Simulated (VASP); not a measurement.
Wanted: the native input for a VASP 6.6.1 run.

| Property | Result |
| --- | --- |
| Task | single point |
| Functional | LDA |
| Potentials or basis | VASP PAW LDA potentials, release 64 (Cs_sv) |
| Cutoff | 520 eV |
| k mesh | 8 × 8 × 8 |
| Occupations | fermi-dirac, width 0.1 eV |
| Spin | no spin polarisation |
| Dipole correction | no |
| Further INCAR settings | ALGO = Normal; EDIFF = 1e-06; NBANDS = 10 |

The structure of Cs lies in POSCAR:

```
Cs
1.0
    3.9617347771      0.0000000000      0.0000000000
    0.0000000000      3.9617347771      0.0000000000
    0.0000000000      0.0000000000      3.9617347771
Cs
1
Direct
    0.0000000000      0.0000000000      0.0000000000
```

This cell differs from its parent crystal: volume scaled by 0.6.

One way to write it, as run:

INCAR

```
ALGO = Normal ; EDIFF = 1E-6
ENCUT = 520 ; ISIF = 2
ISMEAR = -1 ; LASPH = T
LCHARG = T ; LELF = T
LREAL = F ; LVHAR = T
LWAVE = F ; NBANDS = 10
NELM = 60 ; PREC = Accurate
SIGMA = 0.1
```

KPOINTS

```
k-points
0
Gamma
  8 8 8
```

Potentials or basis: VASP PAW LDA potentials, release 64 (Cs_sv).

Launch:

```console
$ cat potpaw_LDA.64/Cs_sv/POTCAR > POTCAR
$ mpirun -np 1 vasp_std > vasp.out
```

It gave:

```
Pressure : 1.2 GPa
```

It took 9.7 s on 1 thread of Intel Xeon 6975P-C, on a shared host, peak memory 0.15 GiB.
